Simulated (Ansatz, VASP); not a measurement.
**SiC: VASP beside Ansatz**

```
Si C
1.0
     1.52963   -2.64939    0.00000
     1.52963    2.64939    0.00000
     0.00000    0.00000   15.01081
Si C
6 6
Direct
  0.16667 0.83333 0.85770
  0.83333 0.16667 0.35770
  0.50000 0.50000 0.52448
  0.50000 0.50000 0.02448
  0.83333 0.16667 0.69122
  0.16667 0.83333 0.19122
  0.50000 0.50000 0.64984
  0.50000 0.50000 0.14984
  0.16667 0.83333 0.98270
  0.83333 0.16667 0.48270
  0.83333 0.16667 0.81620
  0.16667 0.83333 0.31620
```

Alike in both runs: functional LDA; k mesh 12 × 12 × 2; occupations gaussian, width 0.02 eV; no spin polarisation.

Ansatz relaxed the structure, and its values are those at the end. VASP's run is a single point on that final structure, the one shown.

```csv
,VASP,Ansatz
version,VASP 6.6.1,Ansatz 0.2.0
potentials or method,"VASP PAW LDA potentials, release 64 (Si, C), cutoff 520 eV","scalar-relativistic, plane waves, PAW"
valence electrons in the cell,48,48
```

Ansatz gave:

```
gap on the k mesh at the Fermi level (eV) : 1.98
least direct gap on the mesh (eV)         : 3.08
pressure (GPa)                            : 0.0
```

Question: Which values does VASP return?

Answer: gap on the k mesh at the Fermi level (eV): 1.97; least direct gap on the mesh (eV): 3.07; pressure (GPa): 0.4.

LDA's correlation is that of Perdew and Zunger in VASP and of Perdew and Wang (1992) in Ansatz. Ansatz's warnings: near symmetry operations not taken.
